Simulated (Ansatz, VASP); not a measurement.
**One calculation of Ti, two programs**

The input INCAR:

```
SYSTEM = Ti
PREC = Accurate
ENCUT = 520
EDIFF = 1E-6
ISMEAR = -1
SIGMA = 0.1
LREAL = .FALSE.
LASPH = .TRUE.
NELM = 80
ALGO = Normal
ISIF = 2
LWAVE = .FALSE.
LCHARG = .FALSE.
GGA = PE
NBANDS = 12
```

The input KPOINTS:

```
Automatic mesh
0
G
  22 22 22
  0 0 0
```

Contents of POSCAR:

```
Ti
1.0
    0.0000000000      2.0012754789      2.0012754789
    2.0012754789      0.0000000000      2.0012754789
    2.0012754789      2.0012754789      0.0000000000
Ti
1
Direct
    0.0000000000      0.0000000000      0.0000000000
```

Input for Ansatz:

```yaml
crystal:
  lattice:
    - [0.0, 2.0012754789, 2.0012754789]
    - [2.0012754789, 0.0, 2.0012754789]
    - [2.0012754789, 2.0012754789, 0.0]
  atoms:
    - { symbol: Ti, position: [0.0, 0.0, 0.0] }
hamiltonian:
  xc: pbe
  pseudopotentials:
    kind: paw
    azcp:
      Ti: "pseudopotentials/Ti.paw.azcp"
basis:
  ecutwfc: 420
  fft_grid_basis: typed
kpoints:
  mp_grid: { grid: [22, 22, 22], shift: [0, 0, 0] }
magnetization:
  spin_polarized: false
scf:
  occupations: { method: fermi_dirac, width: 0.1 }
output:
  stress: true
```

Alike in both runs: task single point; functional PBE; k mesh 22 × 22 × 22; occupations fermi-dirac, width 0.1 eV; no spin polarisation.

```csv
,VASP,Ansatz
version,VASP 6.6.1,Ansatz 0.2.0
potentials or method,"VASP PAW PBE potentials, release 64 (Ti_sv), cutoff 520 eV","plane waves (420 eV) with PAW, scalar-relativistic"
valence electrons in the cell,12,12
```

|  | VASP | Ansatz | Ansatz less VASP |
| --- | --- | --- | --- |
| pressure (GPa) | 9.9 | 10.3 | +0.40 |
